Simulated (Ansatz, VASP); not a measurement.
# One calculation of SiC, two programs

```
Si C
1.0
     3.01321    0.00000    0.00000
    -1.50660    2.60951    0.00000
     0.00000    0.00000    4.94495
Si C
2 2
Direct
  0.33333 0.66667 0.00465
  0.66667 0.33333 0.50465
  0.33333 0.66667 0.38035
  0.66667 0.33333 0.88035
```

Change from the starting cell: volume scaled by 0.94, ions relaxed.

Alike in both runs: functional PBE; k mesh 16 × 16 × 9; occupations fermi-dirac, width 0.02 eV; no spin polarisation.

Ansatz relaxed the structure, and its values are those at the end. VASP's run is a single point on that final structure, the one shown.

|  | VASP | Ansatz |
| --- | --- | --- |
| version | VASP 6.6.1 | Ansatz 0.2.0 |
| potentials or method | VASP PAW PBE potentials, release 64 (Si, C) | plane-wave PAW, scalar-relativistic |
| plane-wave cutoff (eV) | 520 | 420 |
| valence electrons in the cell | 16 | 16 |

```tsv
	VASP	Ansatz	Ansatz less VASP
gap on the k mesh at the Fermi level (eV)	2.22	2.23	+0.004
pressure (GPa)	19.1	19.2	+0.09
```

With one functional, cell and mesh, what is left measures potentials, basis and numerics. Ansatz's warnings: stress scf threshold loose.
